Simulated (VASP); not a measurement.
The system is Ni.

```
CELL_PARAMETERS angstrom
2.53228 0.00000 0.00000
-1.26614 2.19302 0.00000
0.00000 0.00000 8.16711
ATOMIC_POSITIONS crystal
Ni 0.00000 0.00000 0.00000
Ni 0.00000 0.00000 0.50000
Ni 0.33333 0.66667 0.75000
Ni 0.66667 0.33333 0.25000
```

This isn't the form of Ni at room conditions, which is fcc.

```yaml
Program: VASP 6.6.1
Task: relaxation of cell and atoms
Functional: PBE
Potentials_or_basis: VASP PAW PBE potentials, release 64 (Ni)
Cutoff: 600 eV
k_mesh: 9 × 9 × 2
Occupations: gaussian, width 0.1 eV
Spin: collinear spin, ferromagnetic start
Starting_moments: "[0.77, 0.77, 0.79, 0.79] μB"
```

At the start: pressure -7.0 GPa; volume 11.34 Å³/atom.

Q: How do energy, volume and symmetry change on relaxing?

A: Over 5 steps the energy falls by 13.4 meV/atom and the volume is 10.89 Å³/atom (-4.0 %); space group P6_3/mmc (No. 194, to 0.1 Å) before and after; moment 2.46 μB per cell.

Step by step:
```tsv
step	energy change (eV)	largest force (eV/Å)	pressure (GPa)	volume (Å³)
1	0.0000	0.0000	-6.98	45.35
2	-0.0249	0.0000	6.73	42.19
3	-0.0495	0.0000	0.55	43.44
4	-0.0535	0.0000	0.22	43.52
5	-0.0536	0.0000	0.16	43.54
```

Final structure:
```
Ni
1.0
     2.47796    0.00000    0.00000
    -1.23898    2.14598    0.00000
     0.00000    0.00000    8.18845
Ni
4
Direct
  0.00000 0.00000 0.00000
  0.00000 0.00000 0.50000
  0.33333 0.66667 0.75000
  0.66667 0.33333 0.25000
```

Caveat: the k points lie up to 0.38 Å⁻¹ apart in the final cell.
